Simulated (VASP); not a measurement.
## SnO: single point with PBE

Crystal: SnO.

```
CELL_PARAMETERS angstrom
3.79265 0.00000 0.00000
0.00000 3.79265 0.00000
0.00000 0.00000 4.51840
ATOMIC_POSITIONS crystal
Sn 0.50000 0.00000 0.25137
Sn 0.00000 0.50000 0.74863
O 0.00000 0.00000 0.00000
O 0.50000 0.50000 0.00000
```

This cell differs from its parent crystal: uniaxial z strain -5.0%.

```yaml
Program: VASP 6.6.1
Task: single point
Functional: PBE
Potentials_or_basis: VASP PAW PBE potentials, release 64 (Sn_d, O_h)
Cutoff: 1340 eV
k_mesh: 6 × 6 × 6
Occupations: fermi-dirac, width 0.02 eV
Spin: no spin polarisation
Dipole_correction: no
Further_INCAR_settings: ALGO = Normal; EDIFF = 1e-06; NBANDS = 28
```

```
Pressure               : 7.5 GPa
Largest force          : 0.540 eV/Å
Band gap on the k mesh : zero (bands 20 and 21 overlap by 0.27 eV)
```

Forces on the atoms (eV/Å):
```
Sn   0.000  0.000  0.540
Sn   0.000  0.000 -0.540
O    0.000  0.000  0.000
O    0.000  0.000  0.000
```

Stress tensor (GPa, compression positive):
```
7.26 0.00 0.00
0.00 7.26 0.00
0.00 0.00 8.04
```

Levels at points of the mesh, in eV from the Fermi level:
| k point | band 17 | band 18 | band 19 | band 20 | band 21 | band 22 | band 23 | band 24 |
| --- | --- | --- | --- | --- | --- | --- | --- | --- |
| (0.00, 0.00, 0.00) | -3.54 | -3.29 | -3.29 | 0.04 | 2.48 | 4.46 | 4.46 | 5.27 |
| (0.50, 0.00, 0.00) | -5.00 | -5.00 | -2.83 | -2.83 | 3.68 | 3.68 | 5.90 | 5.90 |
| (0.50, 0.50, 0.00) | -2.61 | -2.61 | -1.81 | -1.81 | -0.23 | -0.23 | 4.77 | 4.77 |
| (0.00, 0.00, 0.50) | -3.31 | -3.31 | -2.49 | -2.08 | 1.71 | 2.59 | 2.59 | 3.44 |
| (0.50, 0.00, 0.50) | -4.93 | -4.93 | -1.69 | -1.69 | 3.05 | 3.05 | 5.23 | 5.23 |
| (0.50, 0.50, 0.50) | -2.94 | -2.94 | -2.61 | -2.61 | 2.34 | 2.34 | 4.80 | 4.80 |

It took 8.4 min on 1 thread of AMD EPYC 7571, with other jobs on the host, peak memory 0.46 GiB.

Caveat: the cell differs from its parent crystal (uniaxial z strain -5.0%); the cell stands under pressure; semilocal functionals underestimate gaps, and a narrow one can read as zero; spin-orbit coupling is left out, which moves the levels of the heavy elements.
